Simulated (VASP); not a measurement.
Input of a VASP 6.6.1 run:

File POSCAR:

```
MoS2
1.0
    3.1382381201      0.0000000000      0.0000000000
   -1.5691190601      2.7177939351      0.0000000000
    0.0000000000      0.0000000000     11.8319045522
Mo S
2 4
Direct
    0.3333333333      0.6666666667      0.2500000000
    0.6666666667      0.3333333333      0.7500000000
    0.3333333333      0.6666666667      0.6185291871
    0.6666666667      0.3333333333      0.1185291871
    0.3333333333      0.6666666667      0.8814708129
    0.6666666667      0.3333333333      0.3814708129
```

File INCAR.step1:

```
  PREC = Accurate
  ENCUT = 520
  ISMEAR = 0
  SIGMA = 0.02
  LREAL = False
  LASPH = True
  NELM = 60
  NBANDS = 35
  GGA = PE
  ALGO = Normal
  EDIFF = 1E-4
  LWAVE = True
  LCHARG = False
```

Contents of INCAR.step2:

```
  PREC = Accurate
  ENCUT = 520
  EDIFF = 1E-6
  ISMEAR = 0
  SIGMA = 0.02
  LREAL = False
  LASPH = True
  NELM = 60
  ALGO = Normal
  ISIF = 2
  LWAVE = False
  LCHARG = False
  METAGGA = R2SCAN
  LMIXTAU = True
  IVDW = 12
  VDW_S6 = 1.0
  VDW_S8 = 0.78981345
  VDW_A1 = 0.49484001
  VDW_A2 = 5.73083694
  NBANDS = 35
  ISTART = 1
```

The input KPOINTS:

```
regular mesh
0
Gamma
  12 12 4
```

Potentials or basis: VASP PAW PBE potentials, release 64 (Mo_sv, S).

Launch:

```console
$ cat potpaw_PBE.64/Mo_sv/POTCAR potpaw_PBE.64/S/POTCAR > POTCAR
$ cp INCAR.step1 INCAR
$ mpirun -np 1 vasp_std > vasp.out
$ cp INCAR.step2 INCAR
$ mpirun -np 1 vasp_std > vasp.out
```

**Question.** Estimate the pressure.

**Answer.** 3.9 GPa.

**Question.** Predict the band gap on the k mesh.

**Answer.** 0.78 eV (least direct gap 1.82 eV).

Forces on the atoms (eV/Å):
```
Mo   0.000  0.000  0.000
Mo   0.000  0.000  0.000
S    0.000  0.000 -0.003
S    0.000  0.000 -0.003
S    0.000  0.000  0.003
S    0.000  0.000  0.003
```

Caveat: the cell stands under pressure; the PAW data sets were made with another functional, which shifts forces and pressure a little. A k mesh can miss the band edges.
